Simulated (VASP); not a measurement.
Here is a VASP 6.6.1 calculation.

POSCAR

```
LiF
1.0
    0.0000000000      2.0140000000      2.0140000000
    2.0140000000      0.0000000000      2.0140000000
    2.0140000000      2.0140000000      0.0000000000
Li F
1 1
Direct
    0.0000000000      0.0000000000      0.0000000000
    0.5000000000      0.5000000000      0.5000000000
```

File INCAR.step1:

```
SYSTEM = LiF
PREC = Accurate
ENCUT = 520
ISMEAR = 0
SIGMA = 0.05
LREAL = .FALSE.
LASPH = .TRUE.
NELM = 80
NBANDS = 12
GGA = PE
ALGO = Normal
EDIFF = 1E-4
LWAVE = .TRUE.
LCHARG = .FALSE.
```

Contents of INCAR.step2:

```
SYSTEM = LiF
PREC = Accurate
ENCUT = 520
EDIFF = 1E-7
ISMEAR = 0
SIGMA = 0.05
LREAL = .FALSE.
LASPH = .TRUE.
NELM = 80
ALGO = Normal
ISIF = 2
LWAVE = .FALSE.
LCHARG = .FALSE.
METAGGA = R2SCAN
LMIXTAU = .TRUE.
NBANDS = 12
ISTART = 1
```

The input KPOINTS:

```
regular mesh
0
G
  10 10 10
  0 0 0
```

Potentials or basis: VASP PAW PBE potentials, release 64 (Li_sv, F).

The run is started by

```sh
$ cat potpaw_PBE.64/Li_sv/POTCAR potpaw_PBE.64/F/POTCAR > POTCAR
$ cp INCAR.step1 INCAR
$ mpirun -np 1 vasp_std > vasp.out
$ cp INCAR.step2 INCAR
$ mpirun -np 1 vasp_std > vasp.out
```

Question: Estimate the band gap on the k mesh.

Answer: 10.27 eV, direct.

Caveat: the PAW data sets were made with another functional, which shifts forces and pressure a little. r2SCAN opens gaps a little over a GGA but as a rule still falls short of measured ones.
